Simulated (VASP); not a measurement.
Input of a VASP 6.6.1 run:

The input POSCAR:

```
SiO2
1.0
   13.8193454500      0.0000000000      0.0000000000
    0.0000000000      6.9105836500      0.0000000000
    0.0000000000      0.0000000000      6.4189988800
Si O
10 20
Direct
    0.1151935000      0.0000000000      0.5006836800
    0.6151935000      0.0000000000      0.4993163200
    0.8848065000      0.0000000000      0.4993163200
    0.3848065000      0.0000000000      0.5006836800
    0.2500000000      0.2696551000      0.2622155800
    0.7500000000      0.7303449000      0.7377844200
    0.7500000000      0.2696551000      0.7377844200
    0.2500000000      0.7303449000      0.2622155800
    0.2500000000      0.0000000000      0.8814763800
    0.7500000000      0.0000000000      0.1185236200
    0.0000000000      0.0000000000      0.5000000000
    0.5000000000      0.0000000000      0.5000000000
    0.1544007500      0.1913609700      0.3816263600
    0.6544007500      0.8086390300      0.6183736400
    0.8455992500      0.1913609700      0.6183736400
    0.3455992500      0.8086390300      0.3816263600
    0.8455992500      0.8086390300      0.6183736400
    0.3455992500      0.1913609700      0.3816263600
    0.1544007500      0.8086390300      0.3816263600
    0.6544007500      0.1913609700      0.6183736400
    0.1540551200      0.0000000000      0.7378646400
    0.6540551200      0.0000000000      0.2621353600
    0.8459448800      0.0000000000      0.2621353600
    0.3459448800      0.0000000000      0.7378646400
    0.2500000000      0.5000000000      0.2613048400
    0.7500000000      0.5000000000      0.7386951600
    0.2500000000      0.1916993800      0.0251746700
    0.7500000000      0.8083006200      0.9748253300
    0.7500000000      0.1916993800      0.9748253300
    0.2500000000      0.8083006200      0.0251746700
```

Contents of INCAR.step1:

```
SYSTEM = SiO2
  PREC = Accurate
  ENCUT = 520
  ISMEAR = -1
  SIGMA = 0.02
  LREAL = Auto
  LASPH = .TRUE.
  NELM = 60
  NBANDS = 101
  GGA = PE
  ALGO = Normal
  EDIFF = 1E-4
  LWAVE = .TRUE.
  LCHARG = .FALSE.
```

The input INCAR.step2:

```
SYSTEM = SiO2
  PREC = Accurate
  ENCUT = 520
  EDIFF = 1E-8
  ISMEAR = -1
  SIGMA = 0.02
  LREAL = Auto
  LASPH = .TRUE.
  NELM = 60
  ALGO = Normal
  ISIF = 2
  LWAVE = .FALSE.
  LCHARG = .FALSE.
  METAGGA = R2SCAN
  LMIXTAU = .TRUE.
  LEFG = .TRUE.
  NBANDS = 101
  ISTART = 1
```

File KPOINTS:

```
Automatic mesh
0
G
  2 3 3
  0 0 0
```

Potentials or basis: VASP PAW PBE potentials, release 64 (Si, O).

Launch:

```bash
$ cat potpaw_PBE.64/Si/POTCAR potpaw_PBE.64/O/POTCAR > POTCAR
$ cp INCAR.step1 INCAR
$ mpirun -np 1 vasp_std > vasp.out
$ cp INCAR.step2 INCAR
$ mpirun -np 1 vasp_std > vasp.out
```

(1) What does it give for the largest force?

(2) What does it give for the pressure?

## Answers

(1) 0.019 eV/Å.

(2) 0.2 GPa.

Caveat: without QUAD_EFG the Cq values of the log hold for a quadrupole moment of 1 mb, not for the nuclei; the PAW data sets were made with another functional, which shifts forces and pressure a little.
